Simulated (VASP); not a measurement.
# B2W (P6/mmm) in VASP: a series of runs, part 2 of 2

VASP 6.6.1. Earlier steps stand in the parts before.

### 4 Single point, LDA (volume scaled by 1.01)

The input, INCAR:

```
SYSTEM = B2W
ALGO = Normal
EDIFF = 1E-6
ENCUT = 520
GGA = CA
ISIF = 2
ISMEAR = -1
LASPH = .True.
LCHARG = .True.
LELF = .True.
LREAL = .False.
LVHAR = .True.
LWAVE = .False.
NBANDS = 17
NELM = 100
PREC = Accurate
SIGMA = 0.05
```

The input, KPOINTS:

```
k-points
0
Gamma
  14 14 12
  0 0 0
```

The input, POSCAR:

```
B2W
1.0
    3.0300347215      0.0000000000      0.0000000000
   -1.5150173608      2.6240870432      0.0000000000
    0.0000000000      0.0000000000      3.0601329648
B W
2 1
Direct
    0.3333333333      0.6666666667      0.5000000000
    0.6666666667      0.3333333333      0.5000000000
    0.0000000000      0.0000000000      0.0000000000
```

Potentials or basis: VASP PAW LDA potentials, release 64 (B, W_sv).

Command:

```
$ cat potpaw_LDA.64/B/POTCAR potpaw_LDA.64/W_sv/POTCAR > POTCAR
$ mpirun -np 1 vasp_std > vasp.out
```

OUTCAR:

```text
SYSTEM = B2W
   EDIFF = 1E-6
   ENCUT = 520
   GGA = CA
   ISIF = 2
   ISMEAR = -1
   LASPH = .True.
   LREAL = .False.
   NELM = 100
   PREC = Accurate

 ion  position               nearest neighbor table
   1  0.333  0.667  0.500-   2 1.75   2 1.75   2 1.75   3 2.32   3 2.32   3 2.32   3 2.32   3 2.32
                             3 2.32
   2  0.667  0.333  0.500-   1 1.75   1 1.75   1 1.75   3 2.32   3 2.32   3 2.32   3 2.32   3 2.32
                             3 2.32
   3  0.000  0.000  0.000-   1 2.32   2 2.32   1 2.32   2 2.32   2 2.32   2 2.32   1 2.32   1 2.32
                             2 2.32   2 2.32   1 2.32   1 2.32

  LATTYP: Found a hexagonal cell.
 ALAT       =     3.0300347215
 C/A-ratio  =     1.0099332998

  Lattice vectors:

 A1 = (   3.0300347215,   0.0000000000,   0.0000000000)
 A2 = (  -1.5150173608,   2.6240870432,   0.0000000000)
 A3 = (   0.0000000000,   0.0000000000,   3.0601329648)

Analysis of symmetry for initial positions (statically):
=====================================================================
 Subroutine PRICEL returns:
 Original cell was already a primitive cell.

[... 166 lines left out ...]
  ---------------------------------------------------
  free energy    TOTEN  =       -29.30096688 eV

  energy without entropy =      -29.28959277  energy(sigma->0) =      -29.29527982

 E-fermi :  13.5055     XC(G=0): -14.1054

 val. band max:       13.5026930265   @ k =   0.2143   0.2143   0.0833
 cond. band min:      13.5229526872   @ k =   0.0714   0.0000   0.0833
 fundamental gap:      0.0202596607
 Fermi energy:        13.5055080666

 k-point     1 :       0.0000    0.0000    0.0000
  band No.  band energies     occupation
      1     -61.2109      2.00000
      2     -25.8174      2.00000
      3     -25.5463      2.00000
      4     -25.5463      2.00000
      5      -3.0097      2.00000
      6       7.2842      2.00000
[... 457 lines left out ...]
      4     -25.7136      2.00000
      5       2.3778      2.00000
      6       2.7855      2.00000
[... 9 lines left out ...]
     16      23.8034      0.00000
     17      25.0202      0.00000

 [... further k-points ...]
[... 5 lines left out ...]
  --------------------------------------------------------------------------------------
  -------------------------------------------------------------------------------------
  Total        2.1694286      2.1694286      4.7056329     -0.0000000      0.0000000      0.0000000
  in kB      142.8531444    142.8531444    309.8578350     -0.0000000      0.0000000      0.0000000
  external PRESSURE =     198.5213746 kB  Pullay stress =       0.0000000 kB

 VOLUME and BASIS-vectors are now :
 -----------------------------------------------------------------------------
  energy-cutoff  :      520.00
  volume of cell :       24.33
      direct lattice vectors                 reciprocal lattice vectors
     3.030034721  0.000000000  0.000000000     0.330029221  0.190542460  0.000000000
    -1.515017361  2.624087043  0.000000000     0.000000000  0.381084920  0.000000000
     0.000000000  0.000000000  3.060132965     0.000000000  0.000000000  0.326783186

 POSITION                                       TOTAL-FORCE (eV/Angst)
 -----------------------------------------------------------------------------------
     -0.00000      1.74939      1.53007         0.000000     -0.000000      0.000000
      1.51502      0.87470      1.53007        -0.000000      0.000000     -0.000000
      0.00000      0.00000      0.00000         0.000000      0.000000      0.000000
 -----------------------------------------------------------------------------------
    total drift:                               -0.000000      0.000000      0.000000

  FREE ENERGIE OF THE ION-ELECTRON SYSTEM (eV)
  ---------------------------------------------------
  free  energy   TOTEN  =       -29.3009668778 eV

  energy  without entropy=      -29.2895927671  energy(sigma->0) =      -29.29527982
```

stdout:

```text
POSCAR found type information on POSCAR B W
 POSCAR found :  2 types and       3 ions
 scaLAPACK will be used
 LDA part: xc-table for (Slater(with rela. corr.)+CA(PZ))
 , standard interpolation
 POSCAR, INCAR and KPOINTS ok, starting setup
 FFT: planning ... GRIDC
 FFT: planning ... GRID_SOFT
 FFT: planning ... GRID
 WAVECAR not read
 entering main loop
```

It took 26 s on 1 thread of AMD EPYC 9R45 (Zen 5), shared host; peak memory 0.15 GiB.

What came out:

* Free energy: -29.3010 eV
* Pressure: 19.9 GPa
* Band gap on the k mesh: zero (band 10 reaches 15.52 eV, above the bottom of band 11 at 10.83 eV)

Levels at points of the mesh, in eV from the Fermi level:
```csv
k point,band 8,band 9,band 10,band 11,band 12,band 13
"(0.00, 0.00, 0.00)",-6.12,-3.68,0.34,0.34,3.29,3.29
"(0.50, 0.00, 0.00)",-6.33,-5.46,-0.65,1.38,1.49,2.24
"(0.00, 0.00, 0.50)",-3.67,-2.96,-2.96,-2.68,-2.68,0.74
"(0.50, 0.00, 0.50)",-7.93,-4.99,2.00,2.05,3.29,5.10
```

Caveat: spin-orbit coupling is left out, which moves the levels of the heavy elements.

### 5 Overview

| cell | gap on the mesh (eV) | pressure (GPa) |
| --- | --- | --- |
| a = 2.958, b = 2.958, c = 2.988 Å, angles 90.0, 90.0, 120.0°, 3 atoms | none | 56.0 |
| a = 3.000, b = 3.000, c = 3.030 Å, angles 90.0, 90.0, 120.0°, 3 atoms | none | 33.9 |
| a = 3.030, b = 3.030, c = 3.060 Å, angles 90.0, 90.0, 120.0°, 3 atoms | none | 19.9 |

Alike in all rows: task single point; level LDA; potentials or basis VASP PAW LDA potentials, release 64 (B, W_sv); no spin polarisation; k mesh 14 × 14 × 12; cutoff (eV) 520; smearing fermi-dirac 0.05 eV.

Caveats: spin-orbit coupling is left out, which moves the levels of the heavy elements.

Total energies depend on the potentials used, so only differences within one code and one set of settings carry meaning.
